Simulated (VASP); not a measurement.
Wanted: the native input for a VASP 6.6.1 run.

- Task: single point
- Functional: PBE
- Potentials or basis: VASP PAW PBE potentials, release 64 (Sn_d, O)
- Cutoff: 520 eV
- k mesh: 6 × 6 × 4
- Occupations: gaussian, width 0.01 eV
- Spin: no spin polarisation
- Dipole correction: no
- Further INCAR settings: ALGO = Normal; EDIFF = 1e-06; NBANDS = 28

The structure of SnO lies in POSCAR:

```
SnO
1.0
    4.1254993210      0.0000000000      0.0000000000
   -2.0627496605      3.5727872153      0.0000000000
    0.0000000000      0.0000000000      5.1854029602
Sn O
2 2
Direct
    0.3333333333      0.6666666667      0.2500000000
    0.6666666667      0.3333333333      0.7500000000
    0.6666666667      0.3333333333      0.2500000000
    0.3333333333      0.6666666667      0.7500000000
```

One way to write it, as run:

INCAR

```
PREC     = Accurate       # precision mode
ENCUT    = 520            # plane-wave cutoff, eV
EDIFF    = 1E-6           # SCF threshold, eV
ISMEAR   = 0              # smearing method
SIGMA    = 0.01           # smearing width, eV
LREAL    = F              # projectors in reciprocal space
LASPH    = T              # aspherical terms in the spheres
NELM     = 60             # most SCF steps
ALGO     = Normal         # electronic algorithm
ISIF     = 2              # what is computed and relaxed
LWAVE    = F              # write WAVECAR
LCHARG   = F              # write CHGCAR
GGA      = PE             # functional
NBANDS   = 28             # bands
```

KPOINTS

```
Automatic mesh
0
Gamma
  6 6 4
```

Potentials or basis: VASP PAW PBE potentials, release 64 (Sn_d, O).

Launch:

```bash
$ cat potpaw_PBE.64/Sn_d/POTCAR potpaw_PBE.64/O/POTCAR > POTCAR
$ mpirun -np 1 vasp_std > vasp.out
```

It gave:

| Property | Result |
| --- | --- |
| Pressure | 2.5 GPa |
| Band gap on the k mesh | 0.41 eV, direct |

Caveat: spin-orbit coupling is left out, which moves the levels of the heavy elements.

It took 30 s on 1 thread of Intel(R) Xeon(R) Platinum 8259CL CPU @ 2.50GHz (Skylake/Cascade Lake), with other jobs on the host, peak memory 0.2 GiB.
